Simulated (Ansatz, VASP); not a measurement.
**Two plane-wave programs on KTaO3**

```
CELL_PARAMETERS angstrom
4.38713 0.00000 0.00000
0.00000 3.98830 0.00000
0.00000 0.00000 3.98830
ATOMIC_POSITIONS crystal
K 0.50000 0.50000 0.50000
Ta 0.00000 0.00000 0.00000
O 0.50000 0.00000 0.00000
O 0.00000 0.50000 0.00000
O 0.00000 0.00000 0.50000
```

Change from the starting cell: strain +0.1000 x Voigt [1, 0, 0, 0, 0, 0], atoms carried along.

Alike in both runs: task single point; functional PBE; k mesh 8 × 8 × 8; occupations gaussian, width 0.05 eV; no spin polarisation.

|  | VASP | Ansatz |
| --- | --- | --- |
| version | VASP 6.6.1 | Ansatz 0.2.0 |
| potentials or method | VASP PAW PBE potentials, release 64 (K_sv, Ta_pv, O), cutoff 520 eV | scalar-relativistic, plane waves, PAW |
| valence electrons in the cell | 38 | 40 |

|  | VASP | Ansatz | Ansatz less VASP |
| --- | --- | --- | --- |
| gap on the k mesh at the Fermi level (eV) | 1.82 | 1.86 | +0.038 |
| least direct gap on the mesh (eV) | 2.25 | 2.28 | +0.033 |
| pressure (GPa) | -8.0 | -8.4 | -0.45 |
| traceless stress, the component that is largest in VASP (GPa) | -14.34 | -14.12 | +0.220 |

The functional is the same, so the differences come from potentials, cutoffs and numerics. VASP's potentials hold 38 valence electrons a cell and Ansatz's 40, so a difference there can come from the potentials and not from the codes.

Spin-orbit coupling is off throughout.
